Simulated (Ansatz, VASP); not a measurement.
# Te2Mo in VASP and in Ansatz

Contents of INCAR:

```
SYSTEM = Te2Mo
PREC = Accurate
ENCUT = 520
EDIFF = 1E-7
ISMEAR = 0
SIGMA = 0.05
LREAL = .False.
LASPH = .True.
NELM = 100
ALGO = Normal
ISIF = 2
LWAVE = .False.
LCHARG = .False.
GGA = PE
IVDW = 12
NBANDS = 35
```

File KPOINTS:

```
regular mesh
0
Gamma
  10 10 2
  0 0 0
```

Contents of POSCAR:

```
Te2Mo
1.0
    3.4964340951      0.0000000000      0.0000000000
   -1.7482170476      3.0280007490      0.0000000000
    0.0000000000      0.0000000000     13.7011346687
Te Mo
4 2
Direct
    0.3333333333      0.6666666667      0.6173445263
    0.6666666667      0.3333333333      0.1173445263
    0.3333333333      0.6666666667      0.8826554737
    0.6666666667      0.3333333333      0.3826554737
    0.3333333333      0.6666666667      0.2500000000
    0.6666666667      0.3333333333      0.7500000000
```

Input for Ansatz:

```yaml
crystal:
  lattice:
    - [3.4964340951, 0.0, 0.0]
    - [-1.7482170476, 3.028000749, 0.0]
    - [0.0, 0.0, 13.7011346687]
  atoms:
    - { symbol: Te, position: [0.3333333333, 0.6666666667, 0.6173445263] }
    - { symbol: Te, position: [0.6666666667, 0.3333333333, 0.1173445263] }
    - { symbol: Te, position: [0.3333333333, 0.6666666667, 0.8826554737] }
    - { symbol: Te, position: [0.6666666667, 0.3333333333, 0.3826554737] }
    - { symbol: Mo, position: [0.3333333333, 0.6666666667, 0.25] }
    - { symbol: Mo, position: [0.6666666667, 0.3333333333, 0.75] }
basis:
  ecutwfc: 420
  ecutrho_ratio: 4
kpoints:
  mp_grid: { grid: [10, 10, 2] }
  band_path:
    path:
      - [[0.0, 0.0, 0.0], [0.5, 0.0, 0.0], [0.33333333, 0.33333333, 0.0], [0.0, 0.0, 0.0], [0.0, 0.0, 0.5], [0.5, 0.0, 0.5], [0.33333333, 0.33333333, 0.5], [0.0, 0.0, 0.5]]
      - [[0.5, 0.0, 0.5], [0.5, 0.0, 0.0]]
      - [[0.33333333, 0.33333333, 0.5], [0.33333333, 0.33333333, 0.0]]
    npoints: 14
hamiltonian:
  xc: pbe
  dispersion: d3bj
scf:
  occupations: { method: gaussian, width: 0.05 }
  n_extra_bands: 23
output:
  forces: true
  stress: true
  eigenvalues: true
  populations: true
  dos: { projected: true, de: 0.02, nscf_kmesh: { grid: [15, 15, 3] } }
  bader: true
```

Alike in both runs: task single point; functional PBE; dispersion D3(BJ); k mesh 10 × 10 × 2; occupations gaussian, width 0.05 eV; no spin polarisation.

|  | VASP | Ansatz |
| --- | --- | --- |
| version | VASP 6.6.1 | Ansatz 0.2.0 |
| potentials or method | VASP PAW PBE potentials, release 64 (Te, Mo_sv), cutoff 520 eV | scalar-relativistic, plane waves, PAW |
| valence electrons in the cell | 52 | 92 |

Ansatz gave:

- gap on the k mesh at the Fermi level (eV): 0.60
- least direct gap on the mesh (eV): 1.16
- pressure (GPa): 0.0
- rms of the force components (eV/Å): 0.002

**Question.** What did VASP give for the same quantities?

**Answer.** gap on the k mesh at the Fermi level (eV): 0.59; least direct gap on the mesh (eV): 1.16; pressure (GPa): 0.0; rms of the force components (eV/Å): 0.005.

Atom by atom the forces differ by 0.007 eV/Å (rms over components). VASP's potentials hold 52 valence electrons a cell and Ansatz's 92, so a difference there can come from the potentials and not from the codes.

Spin-orbit coupling is off throughout.
